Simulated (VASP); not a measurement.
Set up this calculation in VASP 6.6.1, as the native input.

```yaml
Task: single point
Functional: r2SCAN
Potentials_or_basis: VASP PAW PBE potentials, release 64 (Sb)
Cutoff: 520 eV
k_mesh: 14 × 14 × 14
Occupations: gaussian, width 0.1 eV
Spin: no spin polarisation
Dipole_correction: no
Further_INCAR_settings: ALGO = Normal; EDIFF = 1e-07; NBANDS = 8
```

The system is Sb.

```
CELL_PARAMETERS angstrom
2.95873 0.00000 0.00000
0.00000 2.95873 0.00000
0.00000 0.00000 2.95873
ATOMIC_POSITIONS crystal
Sb 0.00000 0.00000 0.00000
```

This cell differs from its parent crystal: volume scaled by 0.88.

These files were run (other wordings do the same):

POSCAR

```
Sb
1.0
    2.9587327796      0.0000000000      0.0000000000
    0.0000000000      2.9587327796      0.0000000000
    0.0000000000      0.0000000000      2.9587327796
Sb
1
Direct
    0.0000000000      0.0000000000      0.0000000000
```

INCAR.step1

```
PREC = Accurate
ENCUT = 520
ISMEAR = 0
SIGMA = 0.1
LREAL = False
LASPH = True
NELM = 80
NBANDS = 8
GGA = PE
ALGO = Normal
EDIFF = 1E-4
LWAVE = True
LCHARG = False
```

INCAR.step2

```
PREC = Accurate
ENCUT = 520
EDIFF = 1E-7
ISMEAR = 0
SIGMA = 0.1
LREAL = False
LASPH = True
NELM = 80
ALGO = Normal
ISIF = 2
LWAVE = False
LCHARG = True
METAGGA = R2SCAN
LMIXTAU = True
LELF = True
LVHAR = True
NBANDS = 8
ISTART = 1
```

KPOINTS

```
regular mesh
0
Gamma
  14 14 14
```

Potentials or basis: VASP PAW PBE potentials, release 64 (Sb).

The run is started by

```console
$ cat potpaw_PBE.64/Sb/POTCAR > POTCAR
$ cp INCAR.step1 INCAR
$ mpirun -np 1 vasp_std > vasp.out
$ cp INCAR.step2 INCAR
$ mpirun -np 1 vasp_std > vasp.out
```

Results of the run:

The pressure is 10.2 GPa.

Caveat: the PAW data sets were made with another functional, which shifts forces and pressure a little.

Wall time 20 s on 1 thread of Intel(R) Xeon(R) 6975P-C (Granite Rapids), with other jobs on the host, peak memory 0.15 GiB.
